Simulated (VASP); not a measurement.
Pt: single point with LDA

Pt:

```
Pt
1.0
     2.70819    0.00000    0.00000
    -1.35410    2.34536    0.00000
     0.00000    0.00000    4.67740
Pt
2
Direct
  0.64635 0.29270 0.75000
  0.35365 0.70730 0.25000
```

This cell differs from its parent crystal: atoms displaced along a vibrational mode.

| Quantity | Value |
| --- | --- |
| Program | VASP 6.6.1 |
| Task | single point |
| Functional | LDA |
| Potentials or basis | VASP PAW LDA potentials, release 64 (Pt) |
| Cutoff | 520 eV |
| k mesh | 18 × 18 × 10 |
| Occupations | gaussian, width 0.15 eV |
| Spin | no spin polarisation |
| Dipole correction | no |
| Further INCAR settings | ALGO = Fast; EDIFF = 1e-06; NBANDS = 17 |

| Quantity | Value |
| --- | --- |
| Pressure | 1.4 GPa |
| Largest force | 0.118 eV/Å |
| Band gap on the k mesh | zero (bands 10 and 11 overlap by 1.43 eV) |

Forces in eV/Å, atoms in the order of the input:
```
Pt   0.000  0.118  0.000
Pt   0.000 -0.118  0.000
```

Stress tensor (GPa, compression positive):
```
-0.24  0.00  0.00
 0.00  2.26  0.00
 0.00  0.00  2.10
```

Levels at points of the mesh, in eV from the Fermi level:
| k point | band 7 | band 8 | band 9 | band 10 | band 11 | band 12 | band 13 | band 14 |
| --- | --- | --- | --- | --- | --- | --- | --- | --- |
| (0.00, 0.00, 0.00) | -3.22 | -2.37 | -1.58 | -0.96 | -0.67 | 0.07 | 5.19 | 14.95 |
| (0.50, 0.00, 0.00) | -2.63 | -0.09 | 0.37 | 0.48 | 2.14 | 4.14 | 7.24 | 8.51 |
| (0.00, 0.50, 0.00) | -3.14 | -0.01 | 0.24 | 0.63 | 2.84 | 3.51 | 8.26 | 9.27 |
| (0.00, 0.00, 0.50) | -3.70 | -3.70 | -1.01 | -1.01 | -0.76 | -0.76 | 12.41 | 12.41 |
| (0.50, 0.00, 0.50) | -1.19 | -1.19 | 0.45 | 0.45 | 1.98 | 1.98 | 6.67 | 6.67 |
| (0.00, 0.50, 0.50) | -0.32 | -0.32 | 0.43 | 0.43 | 1.10 | 1.10 | 7.27 | 7.27 |

It took 96 s on 1 thread of Intel(R) Xeon(R) 6975P-C (Granite Rapids) (shared host), peak memory 0.32 GiB.

Caveat: the cell differs from its parent crystal (atoms displaced along a vibrational mode); spin-orbit coupling is left out, which moves the levels of the heavy elements.
